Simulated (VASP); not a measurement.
# Cd2Ga (I4/mmm) in VASP: single point with r2SCAN

Aim: the single point of Cd2Ga with r2SCAN.

Program: VASP 6.6.1. These are calculated values, not measurements. Logs are shortened: lines on timing, memory, paths and dates and some standing lists are left out, and cuts for length are marked.

### Step 1. The cell of the first run

Symmetry: I4/mmm, No. 139, tetragonal system. Conventional cell: a = 4.377 Å, b = 4.377 Å, c = 7.179 Å, α = 90.00°, β = 90.00°, γ = 90.00°. Within 1.8 Å of Cd (site symmetry 4mm) lie 1 Cd at 1.34 Å. Within 3.8 Å of Ga (site symmetry 4/mmm) lie 10 Cd at 2.92 to 3.17 Å.

### Step 2. Single point, r2SCAN

POSCAR reads:

```
Cd2Ga
1.0
   -2.1884874714      2.1884874714      3.5893444904
    2.1884874714     -2.1884874714      3.5893444904
    2.1884874714      2.1884874714     -3.5893444904
Cd Ga
2 1
Direct
    0.5930000000      0.5930000000      0.0000000000
    0.4070000000      0.4070000000      0.0000000000
    0.0000000000      0.0000000000      0.0000000000
```

INCAR.step1 reads:

```
PREC     = Accurate       # precision mode
ENCUT    = 600            # plane-wave cutoff, eV
ISMEAR   = 0              # smearing method
SIGMA    = 0.1            # smearing width, eV
LREAL    = False          # projectors in reciprocal space
LASPH    = True           # aspherical terms in the spheres
NELM     = 120            # most SCF steps
NBANDS   = 34             # bands
GGA      = PE             # functional
ALGO     = Normal         # electronic algorithm
EDIFF    = 1E-5           # SCF threshold, eV
LWAVE    = True           # write WAVECAR
LCHARG   = False          # write CHGCAR
GGA_COMPAT= False
```

INCAR.step2 reads:

```
PREC     = Accurate       # precision mode
ENCUT    = 600            # plane-wave cutoff, eV
EDIFF    = 1E-6           # SCF threshold, eV
ISMEAR   = 0              # smearing method
SIGMA    = 0.1            # smearing width, eV
LREAL    = False          # projectors in reciprocal space
LASPH    = True           # aspherical terms in the spheres
NELM     = 120            # most SCF steps
ALGO     = Normal         # electronic algorithm
ISIF     = 2              # what is computed and relaxed
LWAVE    = False          # write WAVECAR
LCHARG   = False          # write CHGCAR
METAGGA  = R2SCAN         # meta-GGA
LMIXTAU  = True         
NBANDS   = 34             # bands
ISTART   = 1            
GGA_COMPAT= False
```

KPOINTS reads:

```
regular mesh
0
Gamma
  6 6 6
```

Potentials or basis: VASP PAW PBE potentials, release 64 (Cd_sv_GW, Ga_d).

Run with:

```console
> cat potpaw_PBE.64/Cd_sv_GW/POTCAR potpaw_PBE.64/Ga_d/POTCAR > POTCAR
> cp INCAR.step1 INCAR
> mpirun -np 1 vasp_std > vasp.out
> cp INCAR.step2 INCAR
> mpirun -np 1 vasp_std > vasp.out
```

OUTCAR:

```text
PREC = Accurate
   ENCUT = 600
   EDIFF = 1E-6
   ISMEAR = 0
   LREAL = False
   LASPH = True
   NELM = 120
   ISIF = 2
   METAGGA = R2SCAN
   ISTART = 1

 ion  position               nearest neighbor table
   1  0.593  0.593  0.000-   2 1.34
   2  0.407  0.407  0.000-   1 1.34
   3  0.000  0.000  0.000-

  LATTYP: Found a body centered tetragonal cell.
 ALAT       =     4.3769749428
 C/A-ratio  =     1.6401028278

  Lattice vectors:

 A1 = (  -2.1884874714,   2.1884874714,   3.5893444904)
 A2 = (   2.1884874714,  -2.1884874714,   3.5893444904)
 A3 = (   2.1884874714,   2.1884874714,  -3.5893444904)

Analysis of symmetry for initial positions (statically):
=====================================================================
 Subroutine PRICEL returns:
 Original cell was already a primitive cell.

 Routine SETGRP: Setting up the symmetry group for a
 body centered tetragonal supercell.

 Subroutine GETGRP returns: Found 16 space group operations
 (whereof 16 operations were pure point group operations)
 out of a pool of 16 trial point group operations.

The static configuration has the point symmetry D_4h.

Analysis of symmetry for dynamics (positions and initial velocities):
=====================================================================
 Subroutine PRICEL returns:
 Original cell was already a primitive cell.

 Routine SETGRP: Setting up the symmetry group for a
 body centered tetragonal supercell.

 Subroutine GETGRP returns: Found 16 space group operations
 (whereof 16 operations were pure point group operations)
 out of a pool of 16 trial point group operations.

The dynamic configuration has the point symmetry D_4h.

 Subroutine INISYM returns: Found 16 space group operations
 (whereof 16 operations are pure point group operations),
 and found     1 'primitive' translations

----------------------------------------------------------------------------------------

                                     Primitive cell

  volume of cell :      68.7643

  direct lattice vectors                    reciprocal lattice vectors
    -2.188487471  2.188487471  3.589344490     0.000000000  0.228468294  0.139301201
     2.188487471 -2.188487471  3.589344490     0.228468294  0.000000000  0.139301201
     2.188487471  2.188487471 -3.589344490     0.228468294  0.228468294  0.000000000

  length of vectors
     4.739446033  4.739446033  4.739446033     0.267586596  0.267586596  0.323102961

  position of ions in fractional coordinates (direct lattice)
     0.593000000  0.593000000  0.000000000
     0.407000000  0.407000000  0.000000000
     0.000000000  0.000000000  0.000000000

  ion indices of the primitive-cell ions
   primitive index   ion index
                 1           1
                 2           2
                 3           3

----------------------------------------------------------------------------------------

 KPOINTS: regular mesh

Automatic generation of k-mesh.
 Grid dimensions read from file:
 generate k-points for:    6    6    6

 Generating k-lattice:

  Cartesian coordinates                     Fractional coordinates (reciprocal lattice)
     0.000000000  0.038078049  0.023216867     0.166666667  0.000000000 -0.000000000
     0.038078049  0.000000000  0.023216867     0.000000000  0.166666667 -0.000000000
     0.038078049  0.038078049  0.000000000     0.000000000  0.000000000  0.166666667

  Length of vectors
     0.044597766  0.044597766  0.053850493

  Shift w.r.t. Gamma in fractional coordinates (k-lattice)
     0.000000000  0.000000000  0.000000000

 Subroutine IBZKPT returns following result:
 ===========================================

 Found     30 irreducible k-points:

 Following reciprocal coordinates:
            Coordinates               Weight
  0.000000  0.000000  0.000000      1.000000
  0.166667  0.000000  0.000000      8.000000
  0.333333  0.000000  0.000000      8.000000
  0.500000  0.000000  0.000000      4.000000
  0.166667  0.166667  0.000000      8.000000
  0.333333  0.166667 -0.000000     16.000000
[... 16 lines left out ...]
 -0.333333 -0.333333  0.166667      8.000000
 -0.166667 -0.333333  0.166667      8.000000
 [... further k-points ...]
   k-points           NKPTS =     30   k-points in BZ     NKDIM =     30   number of bands    NBANDS=     34
   number of dos      NEDOS =    301   number of ions     NIONS =      3
   total plane-waves  NPLWV =  64000
   dimension x,y,z NGX =    40 NGY =   40 NGZ =   40
   dimension x,y,z NGXF=    80 NGYF=   80 NGZF=   80
   ions per type =               2   1
   NGX,Y,Z   is equivalent  to a cutoff of  14.03, 14.03, 14.03 a.u.
   NGXF,Y,Z  is equivalent  to a cutoff of  28.06, 28.06, 28.06 a.u.
 SYSTEM =  unknown system
   PREC   = accura    normal or accurate (medium, high low for compatibility)
   ISTART =      1    job   : 0-new  1-cont  2-samecut
   ICHARG =      0    charge: 1-file 2-atom 10-const
   ISPIN  =      1    spin polarized calculation?
   LNONCOLLINEAR =      F non collinear calculations
   LSORBIT =      F    spin-orbit coupling
   LASPH  =      T    aspherical Exc in radial PAW
   ENCUT  =  600.0 eV  44.10 Ry    6.64 a.u.   9.47  9.47  9.47*2*pi/ulx,y,z
   NELM   =    120;   NELMIN=  2; NELMDL=  0     # of ELM steps
   EDIFF  = 0.1E-05   stopping-criterion for ELM
   LREAL  =      F    real-space projection
   EDIFFG = 0.1E-04   stopping-criterion for IOM
   NSW    =      0    number of steps for IOM
   IBRION =     -1    ionic relax: 0-MD 1-quasi-New 2-CG
   NFREE  =      0    steps in history (QN), initial steepest desc. (CG)
   ISIF   =      2    stress and relaxation
   ISYM   =      2    0-nonsym 1-usesym 2-fastsym
   POTIM  = 0.5000    time-step for ionic-motion
   TEBEG  =    0.0;   TEEND  =   0.0 temperature during run
   PSTRESS=    0.0 pullay stress
   NELECT =      53.0000    total number of electrons
   NUPDOWN=      -1.0000    fix difference up-down
   EMIN   =  10.00;   EMAX   =-10.00  energy-range for DOS
   EFERMI =   0.00;   METHOD = LEGACY
   ISMEAR =     0;   SIGMA  =   0.10  broadening in eV -4-tet -1-fermi 0-gaus
   EFERMI_NEDOS =   21; number of points for ismear=-14 and -15
   IALGO  =     38    algorithm
   IMIX   =      4    mixing-type and parameters
     AMIX     =   0.40;   BMIX     =  1.00
     AMIX_MAG =   1.60;   BMIX_MAG =  1.00
  volume/ion in A,a.u.               =      22.92       154.68
  Fermi-wavevector in a.u.,A,eV,Ry     =   1.500994  2.836468 30.653705  2.252984
  Thomas-Fermi vector in A             =   2.612422
   LORBIT       =      0    0 simple, 1 ext, 2 COOP (PROOUT), +10 PAW based schemes
   METAGGA = R2SCAN    functional components
   LHFCALC =     F    Hartree Fock is set to
   AEXX    =    0.0000 exact exchange contribution
   IVDW    =     0    specifies the selected vdW correction
   LEPSILON=     F    determine dielectric tensor
   LRPA    =     F    only Hartree local field effects (RPA)
 non-spin polarized calculation
 Gauss-broadening in eV      SIGMA  =   0.10
  energy-cutoff  :      600.00
  volume of cell :       68.76
 maximum number of plane-waves:      2343
 NGX is ok and might be reduce to    40
   NGX = 19   NGY = 19   NGZ = 19

 number of electron      52.9999997 magnetization

 Free energy of the ion-electron system (eV)
  ---------------------------------------------------
  ext. energy  EPLUGINS =         0.00000000
  ---------------------------------------------------
  free energy    TOTEN  =        13.49688308 eV

  energy without entropy =       13.50324584  energy(sigma->0) =       13.50006446

 E-fermi :   4.9574     XC(G=0): -11.1263

 val. band max:        4.9010246723   @ k =  -0.1667  -0.3333   0.1667
 cond. band min:       4.9588490187   @ k =   0.5000   0.1667   0.0000
 fundamental gap:      0.0578243464
 Fermi energy:         4.9573717901

 k-point     1 :       0.0000    0.0000    0.0000
  band No.  band energies     occupation
      1    -110.6740      2.00000
      2    -102.0165      2.00000
      3     -74.8519      2.00000
      4     -66.8179      2.00000
      5     -66.8179      2.00000
      6     -62.6891      2.00000
[... 26 lines left out ...]
     33      11.3412      0.00000
     34      11.9874      0.00000

 k-point     2 :       0.1667    0.0000    0.0000
  band No.  band energies     occupation
      1    -110.6739      2.00000
      2    -102.0165      2.00000
      3     -74.8518      2.00000
      4     -66.8179      2.00000
      5     -66.8178      2.00000
      6     -62.6888      2.00000
[... 26 lines left out ...]
     33      11.5896      0.00000
     34      12.0939      0.00000

 k-point     3 :       0.3333    0.0000    0.0000
  band No.  band energies     occupation
      1    -110.6739      2.00000
      2    -102.0165      2.00000
      3     -74.8517      2.00000
      4     -66.8179      2.00000
      5     -66.8179      2.00000
      6     -62.6886      2.00000
[... 26 lines left out ...]
     33      12.9199      0.00000
     34      14.1145      0.00000

 k-point     4 :       0.5000    0.0000    0.0000
  band No.  band energies     occupation
      1    -110.6739      2.00000
      2    -102.0165      2.00000
      3     -74.8517      2.00000
      4     -66.8179      2.00000
      5     -66.8178      2.00000
      6     -62.6887      2.00000
[... 26 lines left out ...]
     33      14.8343      0.00000
     34      15.3462      0.00000

 k-point     5 :       0.1667    0.1667    0.0000
  band No.  band energies     occupation
      1    -110.6739      2.00000
      2    -102.0165      2.00000
      3     -74.8517      2.00000
      4     -66.8178      2.00000
      5     -66.8178      2.00000
      6     -62.6887      2.00000
[... 621 lines left out ...]
 k-point    22 :      -0.1667    0.5000    0.1667
  band No.  band energies     occupation
      1    -110.6739      2.00000
      2    -102.0165      2.00000
      3     -74.8517      2.00000
      4     -66.8180      2.00000
      5     -66.8179      2.00000
      6     -62.6886      2.00000
[... 26 lines left out ...]
     33      14.7857      0.00000
     34      15.1473      0.00000

 k-point    23 :      -0.3333   -0.3333    0.1667
  band No.  band energies     occupation
      1    -110.6739      2.00000
      2    -102.0165      2.00000
      3     -74.8516      2.00000
      4     -66.8180      2.00000
      5     -66.8179      2.00000
      6     -62.6886      2.00000
[... 26 lines left out ...]
     33      14.0299      0.00000
     34      14.8725      0.00000

 k-point    24 :      -0.1667   -0.3333    0.1667
  band No.  band energies     occupation
      1    -110.6739      2.00000
      2    -102.0165      2.00000
      3     -74.8516      2.00000
      4     -66.8179      2.00000
      5     -66.8178      2.00000
      6     -62.6886      2.00000
[... 26 lines left out ...]
     33      13.3096      0.00000
     34      13.3340      0.00000

 [... further k-points ...]

------------------------ aborting loop because EDIFF is reached ----------------------------------------

  FORCE on cell =-STRESS in cart. coord.  units (eV):
  Direction    XX          YY          ZZ          XY          YZ          ZX
  --------------------------------------------------------------------------------------
  -------------------------------------------------------------------------------------
  Total       -2.5911562     -2.5911562    366.1494289      0.0000000     -0.0000000     -0.0000000
  in kB      -60.3727438    -60.3727438   8531.1127275      0.0000000     -0.0000000     -0.0000000
  external PRESSURE =    2803.4557467 kB  Pullay stress =       0.0000000 kB

 VOLUME and BASIS-vectors are now :
 -----------------------------------------------------------------------------
  energy-cutoff  :      600.00
  volume of cell :       68.76
      direct lattice vectors                 reciprocal lattice vectors
    -2.188487471  2.188487471  3.589344490     0.000000000  0.228468294  0.139301201
     2.188487471 -2.188487471  3.589344490     0.228468294  0.000000000  0.139301201
     2.188487471  2.188487471 -3.589344490     0.228468294  0.228468294  0.000000000

 POSITION                                       TOTAL-FORCE (eV/Angst)
 -----------------------------------------------------------------------------------
      0.00000      0.00000      4.25696        -0.000000     -0.000000    276.453028
      0.00000      0.00000      2.92173         0.000000      0.000000   -276.453028
      0.00000      0.00000      0.00000        -0.000000     -0.000000      0.000000
 -----------------------------------------------------------------------------------
    total drift:                                0.000000     -0.000000      0.000000

  FREE ENERGIE OF THE ION-ELECTRON SYSTEM (eV)
  ---------------------------------------------------
  free  energy   TOTEN  =        13.4968830793 eV

  energy  without entropy=       13.5032458365  energy(sigma->0) =       13.50006446
```

It took 7.1 min on 1 thread of AMD EPYC 7R43 (Zen 3), shared host; peak memory 0.28 GiB.

What came out:

```yaml
Free_energy: 13.4969 eV
Pressure: 280.3 GPa
Largest_force: 276.453 eV/Å
Band_gap_on_the_k_mesh: zero (an odd number of electrons rules out a gap without spin polarisation)
```

Forces on the atoms (eV/Å):
```
Cd     0.000    0.000  276.453
Cd     0.000    0.000 -276.453
Ga     0.000    0.000    0.000
```

Stress tensor (GPa, compression positive):
```
 -6.04   0.00   0.00
  0.00  -6.04   0.00
  0.00   0.00 853.11
```

Caveat: atoms lie so close that the PAW spheres overlap strongly, which falsifies energies and pressures; the cell stands under pressure; the PAW data sets were made with another functional, which shifts forces and pressure a little.
